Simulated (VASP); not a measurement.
# Sb in VASP: single point with PBE

Aim: the single point of Sb with PBE.

Everything below comes from runs of VASP 6.6.1. Logs are shortened: lines on timing, memory, paths and dates and some standing lists are left out, and cuts for length are marked.

## 1. The cell of the first run

The cell holds an amorphous packing of atoms, 4 atoms: a = 5.347 Å, b = 5.165 Å, c = 5.143 Å, α = 87.18°, β = 110.87°, γ = 93.39°.

## 2. Single point, PBE

File INCAR:

```
SYSTEM = Sb
  PREC = Accurate
  ENCUT = 400
  EDIFF = 1E-6
  ISMEAR = -1
  SIGMA = 0.1
  LREAL = .False.
  LASPH = .True.
  NELM = 120
  ALGO = Normal
  ISIF = 2
  LWAVE = .False.
  LCHARG = .False.
  GGA = PE
  NBANDS = 18
  GGA_COMPAT = .False.
```

File KPOINTS:

```
Automatic mesh
0
Gamma
  4 4 4
  0.5 0 0
```

File POSCAR:

```
Sb
1.0
    5.2001280000     -0.4549400000     -1.1607260000
    0.2820990000      5.1138890000      0.6678530000
   -0.7843450000     -0.3636740000      5.0701610000
Sb
4
Direct
    0.4629270000      0.0878120000      0.1711360000
    0.5120810000      0.4286490000      0.6629340000
    0.8234360000      0.6198990000      0.2902750000
    0.1349270000      0.5883730000      0.9283390000
```

Potentials or basis: VASP PAW PBE potentials, release 64 (Sb).

On the command line:

```sh
$ cat potpaw_PBE.64/Sb/POTCAR > POTCAR
$ mpirun -np 1 vasp_std > vasp.out
```

OUTCAR:

```text
SYSTEM = Sb
   PREC = Accurate
   ENCUT = 400
   EDIFF = 1E-6
   ISMEAR = -1
   LREAL = .False.
   LASPH = .True.
   NELM = 120
   ISIF = 2
   GGA = PE

 ion  position               nearest neighbor table
   1  0.463  0.088  0.171-   2 3.08   3 3.08   4 3.08   4 3.16   2 3.16   3 3.22
   2  0.512  0.429  0.663-   4 2.98   3 3.05   1 3.08   1 3.16   4 3.19   3 3.23   3 3.66   4 3.67

   3  0.823  0.620  0.290-   4 2.92   2 3.05   1 3.08   4 3.11   1 3.22   2 3.23   4 3.48   2 3.66

   4  0.135  0.588  0.928-   3 2.92   2 2.98   1 3.08   3 3.11   1 3.16   2 3.19   3 3.48   2 3.67

  LATTYP: Found a triclinic cell.
 ALAT       =     5.3474841250
 B/A-ratio  =     1.1134653009
 C/A-ratio  =     0.9658791724
 COS(alpha) =     0.0107201545
 COS(beta)  =     0.0591876580
 COS(gamma) =     0.5903630688

  Lattice vectors:

 A1 = (   5.2001280000,  -0.4549400000,  -1.1607260000)
 A2 = (   4.4157830000,  -0.8186140000,   3.9094350000)
 A3 = (  -0.2820990000,  -5.1138890000,  -0.6678530000)

Analysis of symmetry for initial positions (statically):
=====================================================================
 Subroutine PRICEL returns:
 Original cell was already a primitive cell.

 Routine SETGRP: Setting up the symmetry group for a
 triclinic supercell.

 Subroutine GETGRP returns: Found  1 space group operations
 (whereof  1 operations were pure point group operations)
 out of a pool of  2 trial point group operations.

The static configuration has the point symmetry C_1 .

Analysis of symmetry for dynamics (positions and initial velocities):
=====================================================================
 Subroutine PRICEL returns:
 Original cell was already a primitive cell.

 Routine SETGRP: Setting up the symmetry group for a
 triclinic supercell.

 Subroutine GETGRP returns: Found  1 space group operations
 (whereof  1 operations were pure point group operations)
 out of a pool of  2 trial point group operations.

The dynamic configuration has the point symmetry C_1 .

 Subroutine INISYM returns: Found  1 space group operations
 (whereof  1 operations are pure point group operations),
 and found     1 'primitive' translations

----------------------------------------------------------------------------------------

                                     Primitive cell

  volume of cell :     132.4455

  direct lattice vectors                    reciprocal lattice vectors
     5.200128000 -0.454940000 -1.160726000     0.197599124 -0.014754099  0.029509951
     0.282099000  5.113889000  0.667853000     0.020602770  0.192192790  0.016972873
    -0.784345000 -0.363674000  5.070161000     0.042523072 -0.028693763  0.201752485

  length of vectors
     5.347484125  5.165023541  5.143344090     0.200334556  0.194037680  0.208172066

  position of ions in fractional coordinates (direct lattice)
     0.462927000  0.087812000  0.171136000
     0.512081000  0.428649000  0.662934000
     0.823436000  0.619899000  0.290275000
     0.134927000  0.588373000  0.928339000

  ion indices of the primitive-cell ions
   primitive index   ion index
                 1           1
                 2           2
                 3           3
                 4           4

----------------------------------------------------------------------------------------

 KPOINTS: Automatic mesh

Automatic generation of k-mesh.
 Grid dimensions read from file:
 generate k-points for:    4    4    4

 Generating k-lattice:

  Cartesian coordinates                     Fractional coordinates (reciprocal lattice)
     0.049399781 -0.003688525  0.007377488     0.250000000 -0.000000000  0.000000000
     0.005150693  0.048048198  0.004243218     0.000000000  0.250000000  0.000000000
     0.010630768 -0.007173441  0.050438121     0.000000000  0.000000000  0.250000000

  Length of vectors
     0.050083639  0.048509420  0.052043016

  Shift w.r.t. Gamma in fractional coordinates (k-lattice)
     0.500000000  0.000000000  0.000000000

 Subroutine IBZKPT returns following result:
 ===========================================

 Found     32 irreducible k-points:

 Following reciprocal coordinates:
            Coordinates               Weight
  0.125000  0.000000 -0.000000      2.000000
  0.375000  0.000000 -0.000000      2.000000
  0.125000  0.250000  0.000000      2.000000
  0.375000  0.250000 -0.000000      2.000000
 -0.375000  0.250000  0.000000      2.000000
 -0.125000  0.250000  0.000000      2.000000
[... 16 lines left out ...]
 -0.375000 -0.250000  0.250000      2.000000
 -0.125000 -0.250000  0.250000      2.000000
 [... further k-points ...]
   k-points           NKPTS =     32   k-points in BZ     NKDIM =     32   number of bands    NBANDS=     18
   number of dos      NEDOS =    301   number of ions     NIONS =      4
   total plane-waves  NPLWV =  46656
   dimension x,y,z NGX =    36 NGY =   36 NGZ =   36
   dimension x,y,z NGXF=    72 NGYF=   72 NGZF=   72
   ions per type =               4
   NGX,Y,Z   is equivalent  to a cutoff of  11.19, 11.59, 11.64 a.u.
   NGXF,Y,Z  is equivalent  to a cutoff of  22.38, 23.17, 23.27 a.u.
 SYSTEM =  Sb
   PREC   = accura    normal or accurate (medium, high low for compatibility)
   ISTART =      0    job   : 0-new  1-cont  2-samecut
   ICHARG =      2    charge: 1-file 2-atom 10-const
   ISPIN  =      1    spin polarized calculation?
   LNONCOLLINEAR =      F non collinear calculations
   LSORBIT =      F    spin-orbit coupling
   LASPH  =      T    aspherical Exc in radial PAW
   ENCUT  =  400.0 eV  29.40 Ry    5.42 a.u.   8.72  8.42  8.39*2*pi/ulx,y,z
   NELM   =    120;   NELMIN=  2; NELMDL= -5     # of ELM steps
   EDIFF  = 0.1E-05   stopping-criterion for ELM
   LREAL  =      F    real-space projection
   EDIFFG = 0.1E-04   stopping-criterion for IOM
   NSW    =      0    number of steps for IOM
   IBRION =     -1    ionic relax: 0-MD 1-quasi-New 2-CG
   NFREE  =      0    steps in history (QN), initial steepest desc. (CG)
   ISIF   =      2    stress and relaxation
   ISYM   =      2    0-nonsym 1-usesym 2-fastsym
   POTIM  = 0.5000    time-step for ionic-motion
   TEBEG  =    0.0;   TEEND  =   0.0 temperature during run
   PSTRESS=    0.0 pullay stress
   NELECT =      20.0000    total number of electrons
   NUPDOWN=      -1.0000    fix difference up-down
   EMIN   =  10.00;   EMAX   =-10.00  energy-range for DOS
   EFERMI =   0.00;   METHOD = LEGACY
   ISMEAR =    -1;   SIGMA  =   0.10  broadening in eV -4-tet -1-fermi 0-gaus
   EFERMI_NEDOS =   21; number of points for ismear=-14 and -15
   IALGO  =     38    algorithm
   IMIX   =      4    mixing-type and parameters
     AMIX     =   0.40;   BMIX     =  1.00
     AMIX_MAG =   1.60;   BMIX_MAG =  1.00
  volume/ion in A,a.u.               =      33.11       223.45
  Fermi-wavevector in a.u.,A,eV,Ry     =   0.871778  1.647421 10.340377  0.759996
  Thomas-Fermi vector in A             =   1.990934
   LORBIT       =      0    0 simple, 1 ext, 2 COOP (PROOUT), +10 PAW based schemes
   GGA     = PE    functional components
   LHFCALC =     F    Hartree Fock is set to
   AEXX    =    0.0000 exact exchange contribution
   IVDW    =     0    specifies the selected vdW correction
   LEPSILON=     F    determine dielectric tensor
   LRPA    =     F    only Hartree local field effects (RPA)
 non-spin polarized calculation
  energy-cutoff  :      400.00
  volume of cell :      132.45
 maximum number of plane-waves:      2421
   NGX = 17   NGY = 17   NGZ = 17

 number of electron      20.0000000 magnetization

 Free energy of the ion-electron system (eV)
  ---------------------------------------------------
  ext. energy  EPLUGINS =         0.00000000
  ---------------------------------------------------
  free energy    TOTEN  =       -15.16885998 eV

  energy without entropy =      -15.08628878  energy(sigma->0) =      -15.12757438

 E-fermi :   6.1575     XC(G=0):  -8.9987

 val. band max:        6.0622219720   @ k =  -0.1250   0.0000   0.2500
 cond. band min:       6.1858236395   @ k =   0.1250   0.0000  -0.0000
 fundamental gap:      0.1236016676
 Fermi energy:         6.1574997832

 k-point     1 :       0.1250    0.0000   -0.0000
  band No.  band energies     occupation
      1      -6.3816      2.00000
      2      -2.7087      2.00000
      3      -1.7292      2.00000
      4      -1.1846      2.00000
      5       1.7730      2.00000
      6       2.2006      2.00000
[... 10 lines left out ...]
     17      10.6960      0.00000
     18      11.4352      0.00000

 k-point     2 :       0.3750    0.0000   -0.0000
  band No.  band energies     occupation
      1      -5.7552      2.00000
      2      -4.2306      2.00000
      3      -1.8066      2.00000
      4      -0.6754      2.00000
      5       1.1812      2.00000
      6       2.4013      2.00000
[... 10 lines left out ...]
     17      11.0233      0.00000
     18      11.7108      0.00000

 k-point     3 :       0.1250    0.2500    0.0000
  band No.  band energies     occupation
      1      -6.1544      2.00000
      2      -3.3442      2.00000
      3      -1.7957      2.00000
      4      -0.8885      2.00000
      5       1.8763      2.00000
      6       2.1973      2.00000
[... 10 lines left out ...]
     17      11.2621      0.00000
     18      11.7661      0.00000

 k-point     4 :       0.3750    0.2500   -0.0000
  band No.  band energies     occupation
      1      -5.4956      2.00000
      2      -4.2216      2.00000
      3      -2.4059      2.00000
      4      -0.8600      2.00000
      5       1.2127      2.00000
      6       2.5607      2.00000
[... 375 lines left out ...]
      4      -1.9551      2.00000
      5       2.3029      2.00000
      6       2.5129      2.00000
[... 10 lines left out ...]
     17      11.2528      0.00000
     18      11.9892      0.00000

 k-point    23 :      -0.3750   -0.2500    0.2500
  band No.  band energies     occupation
      1      -5.4518      2.00000
      2      -3.6042      2.00000
      3      -2.6178      2.00000
      4      -1.9306      2.00000
      5       1.2690      2.00000
      6       2.8260      2.00000
[... 10 lines left out ...]
     17      11.5319      0.00000
     18      11.9306      0.00000

 k-point    24 :      -0.1250   -0.2500    0.2500
  band No.  band energies     occupation
      1      -5.8932      2.00000
      2      -3.1352      2.00000
      3      -2.4419      2.00000
      4      -1.4117      2.00000
      5       1.3535      2.00000
      6       2.0427      2.00000
[... 10 lines left out ...]
     17      11.3589      0.00000
     18      12.1990      0.00000

 [... further k-points ...]

------------------------ aborting loop because EDIFF is reached ----------------------------------------

  FORCE on cell =-STRESS in cart. coord.  units (eV):
  Direction    XX          YY          ZZ          XY          YZ          ZX
  --------------------------------------------------------------------------------------
  -------------------------------------------------------------------------------------
  Total        2.9387038      0.7303995      3.0135428     -0.5712917      0.6999774     -1.7652011
  in kB       35.5491387      8.8355528     36.4544567     -6.9108459      8.4675404    -21.3534201
  external PRESSURE =      26.9463827 kB  Pullay stress =       0.0000000 kB

 VOLUME and BASIS-vectors are now :
 -----------------------------------------------------------------------------
  energy-cutoff  :      400.00
  volume of cell :      132.45
      direct lattice vectors                 reciprocal lattice vectors
     5.200128000 -0.454940000 -1.160726000     0.197599124 -0.014754099  0.029509951
     0.282099000  5.113889000  0.667853000     0.020602770  0.192192790  0.016972873
    -0.784345000 -0.363674000  5.070161000     0.042523072 -0.028693763  0.201752485

 POSITION                                       TOTAL-FORCE (eV/Angst)
 -----------------------------------------------------------------------------------
      2.29782      0.17622      0.38900         0.162191     -0.143491     -0.210978
      2.26384      1.71801      3.05307         0.162561     -0.397562      0.050944
      4.22917      2.68992      0.92996        -0.338135      0.320181      0.330749
      0.13948      2.60988      4.94316         0.013383      0.220872     -0.170715
 -----------------------------------------------------------------------------------
    total drift:                                0.000005     -0.000006      0.000004

  FREE ENERGIE OF THE ION-ELECTRON SYSTEM (eV)
  ---------------------------------------------------
  free  energy   TOTEN  =       -15.1688599833 eV

  energy  without entropy=      -15.0862887843  energy(sigma->0) =      -15.12757438
```

Wall time 74 s (1 thread of Intel Xeon 8259CL, shared host); peak memory 0.21 GiB.

What came out:

| Item | Value |
| --- | --- |
| Free energy | -15.1689 eV |
| Pressure | 2.7 GPa |
| Largest force | 0.571 eV/Å |
| Band gap on the k mesh | zero (band 10 reaches 7.05 eV, above the bottom of band 11 at 5.45 eV) |

Forces in eV/Å, atoms in the order of the input:
```
Sb   0.162 -0.143 -0.211
Sb   0.163 -0.398  0.051
Sb  -0.338  0.320  0.331
Sb   0.013  0.221 -0.171
```

Caveat: spin-orbit coupling is left out, which moves the levels of the heavy elements.
